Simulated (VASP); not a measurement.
# Zn (Fm-3m) in VASP: notebook

The runs below take Zn through single point, with LDA.

All numbers are computed with VASP 6.6.1; they aren't measurements. Logs are shortened: lines on timing, memory, paths and dates and some standing lists are left out, and cuts for length are marked.

## Step 1: The cell of the first run

Symmetry: Fm-3m, No. 225, cubic system. Conventional cell: a = 3.605 Å, b = 3.605 Å, c = 3.605 Å, α = 90.00°, β = 90.00°, γ = 90.00°. Within 3.4 Å of Zn (site symmetry m-3m) lie 12 Zn at 2.55 Å.

## Step 2: Single point, LDA

INCAR reads:

```
SYSTEM = Zn
PREC = Accurate
ENCUT = 520
EDIFF = 1E-6
ISMEAR = 1
SIGMA = 0.1
LREAL = .FALSE.
LASPH = .TRUE.
NELM = 100
ALGO = Normal
ISIF = 2
LWAVE = .FALSE.
LCHARG = .FALSE.
NBANDS = 12
```

KPOINTS reads:

```
regular mesh
0
G
  11 11 11
  0 0 0
```

POSCAR reads:

```
Zn
1.0
    0.0000000000      1.8024580729      1.8024580729
    1.8024580729      0.0000000000      1.8024580729
    1.8024580729      1.8024580729      0.0000000000
Zn
1
Direct
    0.0000000000      0.0000000000      0.0000000000
```

Potentials or basis: VASP PAW LDA potentials, release 64 (Zn).

Started as:

```sh
cat potpaw_LDA.64/Zn/POTCAR > POTCAR
mpirun -np 1 vasp_std > vasp.out
```

OUTCAR:

```text
SYSTEM = Zn
   PREC = Accurate
   ENCUT = 520
   EDIFF = 1E-6
   ISMEAR = 1
   LREAL = .FALSE.
   LASPH = .TRUE.
   NELM = 100
   ISIF = 2

 ion  position               nearest neighbor table
   1  0.000  0.000  0.000-

  LATTYP: Found a face centered cubic cell.
 ALAT       =     3.6049161458

  Lattice vectors:

 A1 = (   0.0000000000,   1.8024580729,   1.8024580729)
 A2 = (   1.8024580729,   0.0000000000,   1.8024580729)
 A3 = (   1.8024580729,   1.8024580729,   0.0000000000)

Analysis of symmetry for initial positions (statically):
=====================================================================
 Subroutine PRICEL returns:
 Original cell was already a primitive cell.

 Routine SETGRP: Setting up the symmetry group for a
 face centered cubic supercell.

 Subroutine GETGRP returns: Found 48 space group operations
 (whereof 48 operations were pure point group operations)
 out of a pool of 48 trial point group operations.

The static configuration has the point symmetry O_h .

Analysis of symmetry for dynamics (positions and initial velocities):
=====================================================================
 Subroutine PRICEL returns:
 Original cell was already a primitive cell.

 Routine SETGRP: Setting up the symmetry group for a
 face centered cubic supercell.

 Subroutine GETGRP returns: Found 48 space group operations
 (whereof 48 operations were pure point group operations)
 out of a pool of 48 trial point group operations.

The dynamic configuration has the point symmetry O_h .

 Subroutine INISYM returns: Found 48 space group operations
 (whereof 48 operations are pure point group operations),
 and found     1 'primitive' translations

----------------------------------------------------------------------------------------

                                     Primitive cell

  volume of cell :      11.7119

  direct lattice vectors                    reciprocal lattice vectors
     0.000000000  1.802458073  1.802458073    -0.277398963  0.277398963  0.277398963
     1.802458073  0.000000000  1.802458073     0.277398963 -0.277398963  0.277398963
     1.802458073  1.802458073  0.000000000     0.277398963  0.277398963 -0.277398963

  length of vectors
     2.549060652  2.549060652  2.549060652     0.480469098  0.480469098  0.480469098

  position of ions in fractional coordinates (direct lattice)
     0.000000000  0.000000000  0.000000000

  ion indices of the primitive-cell ions
   primitive index   ion index
                 1           1

----------------------------------------------------------------------------------------

 KPOINTS: regular mesh

Automatic generation of k-mesh.
 Grid dimensions read from file:
 generate k-points for:   11   11   11

 Generating k-lattice:

  Cartesian coordinates                     Fractional coordinates (reciprocal lattice)
    -0.025218088  0.025218088  0.025218088     0.090909091  0.000000000  0.000000000
     0.025218088 -0.025218088  0.025218088     0.000000000  0.090909091  0.000000000
     0.025218088  0.025218088 -0.025218088     0.000000000  0.000000000  0.090909091

  Length of vectors
     0.043679009  0.043679009  0.043679009

  Shift w.r.t. Gamma in fractional coordinates (k-lattice)
     0.000000000  0.000000000  0.000000000

 Subroutine IBZKPT returns following result:
 ===========================================

 Found     56 irreducible k-points:

 Following reciprocal coordinates:
            Coordinates               Weight
  0.000000  0.000000  0.000000      1.000000
  0.090909  0.000000  0.000000      8.000000
  0.181818  0.000000  0.000000      8.000000
  0.272727  0.000000  0.000000      8.000000
  0.363636  0.000000  0.000000      8.000000
  0.454545  0.000000  0.000000      8.000000
[... 16 lines left out ...]
 -0.272727  0.181818  0.000000     24.000000
 -0.181818  0.181818  0.000000     12.000000
 [... further k-points ...]
   k-points           NKPTS =     56   k-points in BZ     NKDIM =     56   number of bands    NBANDS=     12
   number of dos      NEDOS =    301   number of ions     NIONS =      1
   total plane-waves  NPLWV =   8000
   dimension x,y,z NGX =    20 NGY =   20 NGZ =   20
   dimension x,y,z NGXF=    40 NGYF=   40 NGZF=   40
   ions per type =               1
   NGX,Y,Z   is equivalent  to a cutoff of  13.04, 13.04, 13.04 a.u.
   NGXF,Y,Z  is equivalent  to a cutoff of  26.09, 26.09, 26.09 a.u.
 SYSTEM =  Zn
   PREC   = accura    normal or accurate (medium, high low for compatibility)
   ISTART =      0    job   : 0-new  1-cont  2-samecut
   ICHARG =      2    charge: 1-file 2-atom 10-const
   ISPIN  =      1    spin polarized calculation?
   LNONCOLLINEAR =      F non collinear calculations
   LSORBIT =      F    spin-orbit coupling
   LASPH  =      T    aspherical Exc in radial PAW
   ENCUT  =  520.0 eV  38.22 Ry    6.18 a.u.   4.74  4.74  4.74*2*pi/ulx,y,z
   NELM   =    100;   NELMIN=  2; NELMDL= -5     # of ELM steps
   EDIFF  = 0.1E-05   stopping-criterion for ELM
   LREAL  =      F    real-space projection
   EDIFFG = 0.1E-04   stopping-criterion for IOM
   NSW    =      0    number of steps for IOM
   IBRION =     -1    ionic relax: 0-MD 1-quasi-New 2-CG
   NFREE  =      0    steps in history (QN), initial steepest desc. (CG)
   ISIF   =      2    stress and relaxation
   ISYM   =      2    0-nonsym 1-usesym 2-fastsym
   POTIM  = 0.5000    time-step for ionic-motion
   TEBEG  =    0.0;   TEEND  =   0.0 temperature during run
   PSTRESS=    0.0 pullay stress
   NELECT =      12.0000    total number of electrons
   NUPDOWN=      -1.0000    fix difference up-down
   EMIN   =  10.00;   EMAX   =-10.00  energy-range for DOS
   EFERMI =   0.00;   METHOD = LEGACY
   ISMEAR =     1;   SIGMA  =   0.10  broadening in eV -4-tet -1-fermi 0-gaus
   EFERMI_NEDOS =   21; number of points for ismear=-14 and -15
   IALGO  =     38    algorithm
   IMIX   =      4    mixing-type and parameters
     AMIX     =   0.40;   BMIX     =  1.00
     AMIX_MAG =   1.60;   BMIX_MAG =  1.00
  volume/ion in A,a.u.               =      11.71        79.04
  Fermi-wavevector in a.u.,A,eV,Ry     =   1.650416  3.118834 37.060539  2.723873
  Thomas-Fermi vector in A             =   2.739369
   LORBIT       =      0    0 simple, 1 ext, 2 COOP (PROOUT), +10 PAW based schemes
   GGA     = CA    functional components
   LHFCALC =     F    Hartree Fock is set to
   AEXX    =    0.0000 exact exchange contribution
   IVDW    =     0    specifies the selected vdW correction
   LEPSILON=     F    determine dielectric tensor
   LRPA    =     F    only Hartree local field effects (RPA)
 non-spin polarized calculation
 Methfessel and Paxton  Order N= 1 SIGMA  =   0.10
  energy-cutoff  :      520.00
  volume of cell :       11.71
 maximum number of plane-waves:       331
   NGX =  9   NGY =  9   NGZ =  9

 number of electron      12.0000015 magnetization

 Free energy of the ion-electron system (eV)
  ---------------------------------------------------
  ext. energy  EPLUGINS =         0.00000000
  ---------------------------------------------------
  free energy    TOTEN  =        -1.73305014 eV

  energy without entropy =       -1.73240600  energy(sigma->0) =       -1.73283542

 E-fermi :   5.1043     XC(G=0): -13.3613

 val. band max:        5.0919332391   @ k =  -0.3636   0.3636   0.0909
 cond. band min:       5.2676756654   @ k =  -0.3636   0.2727   0.0909
 fundamental gap:      0.1757424264
 Fermi energy:         5.1043231184

 k-point     1 :       0.0000    0.0000    0.0000
  band No.  band energies     occupation
      1      -7.6607      2.00000
      2      -3.5692      2.00000
      3      -3.5692      2.00000
      4      -3.5692      2.00000
      5      -2.9509      2.00000
      6      -2.9509      2.00000
      7      26.0055      0.00000
      8      26.9634      0.00000
      9      26.9634      0.00000
     10      26.9634      0.00000
     11      29.6212      0.00000
     12      29.6212      0.00000

 k-point     2 :       0.0909    0.0000    0.0000
  band No.  band energies     occupation
      1      -7.3629      2.00000
      2      -3.6049      2.00000
      3      -3.5264      2.00000
      4      -3.5264      2.00000
      5      -2.9635      2.00000
      6      -2.9635      2.00000
      7      22.4585      0.00000
      8      26.0521      0.00000
      9      26.0521      0.00000
     10      26.2161      0.00000
     11      31.0408      0.00000
     12      31.0408      0.00000

 k-point     3 :       0.1818    0.0000    0.0000
  band No.  band energies     occupation
      1      -6.5149      2.00000
      2      -3.6518      2.00000
      3      -3.4501      2.00000
      4      -3.4501      2.00000
      5      -2.9552      2.00000
      6      -2.9552      2.00000
      7      17.3439      0.00000
      8      24.8676      0.00000
      9      24.8676      0.00000
     10      25.9194      0.00000
     11      32.2097      0.00000
     12      32.5635      0.00000

 k-point     4 :       0.2727    0.0000    0.0000
  band No.  band energies     occupation
      1      -5.4077      2.00000
      2      -3.4542      2.00000
      3      -3.4542      2.00000
      4      -3.3885      2.00000
      5      -2.8325      2.00000
      6      -2.8325      2.00000
      7      12.5842      0.00000
      8      24.0324      0.00000
      9      24.0324      0.00000
     10      25.3748      0.00000
     11      30.0434      0.00000
     12      30.0434      0.00000

 k-point     5 :       0.3636    0.0000    0.0000
  band No.  band energies     occupation
      1      -4.8789      2.00000
      2      -3.5217      2.00000
      3      -3.5217      2.00000
      4      -2.6475      2.00000
      5      -2.6475      2.00000
      6      -1.9726      2.00000
      7       8.3236      0.00000
      8      23.5751      0.00000
      9      23.5751      0.00000
     10      24.7768      0.00000
     11      28.1682      0.00000
     12      28.1682      0.00000
[... 228 lines left out ...]
      1      -4.4344      2.00000
      2      -3.7735      2.00000
      3      -3.3054      2.00000
      4      -3.2006      2.00000
      5      -2.5206      2.00000
      6       2.5284      2.00000
      7       4.7613      2.00001
      8      15.9499      0.00000
      9      19.6438      0.00000
     10      22.3798      0.00000
     11      32.3483      0.00000
     12      33.3545      0.00000

 k-point    22 :      -0.3636    0.1818    0.0000
  band No.  band energies     occupation
      1      -4.3812      2.00000
      2      -3.7328      2.00000
      3      -3.3131      2.00000
      4      -3.2361      2.00000
      5      -2.6855      2.00000
      6       1.0369      2.00000
      7       6.7081     -0.00000
      8      15.0775      0.00000
      9      21.0830      0.00000
     10      23.2546      0.00000
     11      31.5375      0.00000
     12      32.6041      0.00000

 k-point    23 :      -0.2727    0.1818    0.0000
  band No.  band energies     occupation
      1      -4.3714      2.00000
      2      -3.7048      2.00000
      3      -3.4960      2.00000
      4      -3.2665      2.00000
      5      -2.9326      2.00000
      6      -1.0501      2.00000
      7      10.5819      0.00000
      8      14.8210      0.00000
      9      23.1417      0.00000
     10      24.6460      0.00000
     11      31.2532      0.00000
     12      31.5412      0.00000

 k-point    24 :      -0.1818    0.1818    0.0000
  band No.  band energies     occupation
      1      -4.9517      2.00000
      2      -3.8418      2.00000
      3      -3.4559      2.00000
      4      -3.1898      2.00000
      5      -3.1708      2.00000
      6      -2.2157      2.00000
      7      14.6767      0.00000
      8      15.4816      0.00000
      9      25.7123      0.00000
     10      26.5180      0.00000
     11      29.9458      0.00000
     12      31.1833      0.00000

 [... further k-points ...]

------------------------ aborting loop because EDIFF is reached ----------------------------------------

  FORCE on cell =-STRESS in cart. coord.  units (eV):
  Direction    XX          YY          ZZ          XY          YZ          ZX
  --------------------------------------------------------------------------------------
  -------------------------------------------------------------------------------------
  Total        1.5516484      1.5516484      1.5516484      0.0000000      0.0000000     -0.0000000
  in kB      212.2649983    212.2649983    212.2649983      0.0000000      0.0000000     -0.0000000
  external PRESSURE =     212.2649983 kB  Pullay stress =       0.0000000 kB

 VOLUME and BASIS-vectors are now :
 -----------------------------------------------------------------------------
  energy-cutoff  :      520.00
  volume of cell :       11.71
      direct lattice vectors                 reciprocal lattice vectors
     0.000000000  1.802458073  1.802458073    -0.277398963  0.277398963  0.277398963
     1.802458073  0.000000000  1.802458073     0.277398963 -0.277398963  0.277398963
     1.802458073  1.802458073  0.000000000     0.277398963  0.277398963 -0.277398963

 POSITION                                       TOTAL-FORCE (eV/Angst)
 -----------------------------------------------------------------------------------
      0.00000      0.00000      0.00000        -0.000000      0.000000      0.000000
 -----------------------------------------------------------------------------------
    total drift:                                0.000000      0.000000      0.000000

  FREE ENERGIE OF THE ION-ELECTRON SYSTEM (eV)
  ---------------------------------------------------
  free  energy   TOTEN  =        -1.7330501357 eV

  energy  without entropy=       -1.7324059959  energy(sigma->0) =       -1.73283542
```

Wall time 3.2 s (1 thread of Intel Xeon 6975P-C (Granite Rapids), shared host); peak memory 0.11 GiB.

What came out:

```
Free energy            : -1.7331 eV
Pressure               : 21.2 GPa
Band gap on the k mesh : zero (band 6 reaches 6.82 eV, above the bottom of band 7 at 4.31 eV)
```

## Step 3: Single point, LDA

This run uses another cell than the first one, of 13.56 Å³/atom, 1.158 times its volume.

INCAR reads:

```
SYSTEM = Zn
  ALGO = Normal
  EDIFF = 1E-6
  ENCUT = 520
  GGA = CA
  ISIF = 2
  ISMEAR = 1
  LASPH = .TRUE.
  LCHARG = .TRUE.
  LELF = .TRUE.
  LREAL = .FALSE.
  LVHAR = .TRUE.
  LWAVE = .FALSE.
  NBANDS = 12
  NELM = 100
  PREC = Accurate
  SIGMA = 0.1
```

KPOINTS reads:

```
k-points
0
G
  11 11 11
  0 0 0
```

POSCAR reads:

```
Zn
1.0
    0.0000000000      1.8925733678      1.8925733678
    1.8925733678      0.0000000000      1.8925733678
    1.8925733678      1.8925733678      0.0000000000
Zn
1
Direct
    0.0000000000      0.0000000000      0.0000000000
```

Potentials or basis: VASP PAW LDA potentials, release 64 (Zn).

Started as:

```sh
cat potpaw_LDA.64/Zn/POTCAR > POTCAR
mpirun -np 1 vasp_std > vasp.out
```

Run time: 3.3 s. Hardware: 1 thread of Intel Xeon 6975P-C (Granite Rapids), shared host; peak memory 0.12 GiB.

It converged, with:

```
Free energy            : -1.8395 eV
Pressure               : 0.7 GPa
Band gap on the k mesh : zero (band 6 reaches 5.36 eV, above the bottom of band 7 at 2.74 eV)
```

Levels at points of the mesh, in eV from the Fermi level:
```tsv
k point	band 2	band 3	band 4	band 5	band 6	band 7	band 8	band 9	band 10	band 11
(0.00, 0.00, 0.00)	-8.09	-8.09	-8.09	-7.62	-7.62	19.66	19.66	19.66	19.82	22.46
```
